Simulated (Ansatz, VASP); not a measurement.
One calculation of Pd, two programs

```
Pd
1.0
     0.00000    1.91385    1.91385
     1.91385    0.00000    1.91385
     1.91385    1.91385    0.00000
Pd
1
Direct
  0.00000 0.00000 0.00000
```

Alike in both runs: task single point; functional r2SCAN; k mesh 18 × 18 × 18; occupations gaussian, width 0.1 eV; no spin polarisation.

|  | VASP | Ansatz |
| --- | --- | --- |
| version | VASP 6.6.1 | Ansatz 0.2.0 |
| potentials or method | VASP PAW PBE potentials, release 64 (Pd), cutoff 520 eV | scalar-relativistic, plane waves, PAW |
| valence electrons in the cell | 10 | 18 |

```tsv
	VASP	Ansatz	Ansatz less VASP
gap on the k mesh at the Fermi level (eV)	none	none	-
pressure (GPa)	14.6	13.6	-1.04
```

VASP's potentials were made for PBE, not for r2SCAN. A gap of «none» marks a metal or a gap that the smearing closes. VASP's potentials hold 10 valence electrons a cell and Ansatz's 18, so a difference there can come from the potentials and not from the codes.
